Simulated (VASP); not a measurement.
Runs of VASP 6.6.1 on Ag. The structure is that of space group Im-3m (No. 229), or close to it. The cells are those of the table. The cell was built from a structure type or drawn by symmetry, and may not be a known phase.

| task | cell | k mesh | cutoff (eV) | gap on the mesh (eV) | pressure (GPa) | relaxed volume (Å³/atom) |
| --- | --- | --- | --- | --- | --- | --- |
| single point | a = 4.961 Å, angles 109.5°, 3 atoms | 4 × 4 × 4 | 520 | none | -5.2 | - |
| single point | a = 4.626 Å, angles 109.5°, 3 atoms | 4 × 4 × 4 | 520 | none | -0.1 | - |
| relaxation of cell and atoms | relaxed from a = 4.961 Å, angles 109.5°, 3 atoms | 4 × 4 × 4 | 600 | none | -0.2 | (a) |
| single point | a = 4.621 Å, angles 109.5°, 3 atoms | 12 × 12 × 12 | 520 | none | 0.0 | - |
| relaxation of cell and atoms | relaxed from a = 4.626 Å, angles 109.5°, 3 atoms | 12 × 12 × 12 | 600 | none | 0.0 | 25.28 |

Alike in all rows: level PBE; potentials or basis VASP PAW PBE potentials, release 64 (Ag); no spin polarisation; smearing gaussian 0.1 eV.

Task: Fill in the values left out.

Result: (a) 25.49.

Caveats: some runs use coarse meshes; the volume moved by over 15 % at a fixed basis, so the end points are rough (at least some runs).

A k mesh can miss the band edges, and the runs leave out spin-orbit coupling on Ag.

A gap of «none» marks levels without a gap at the run's occupations.
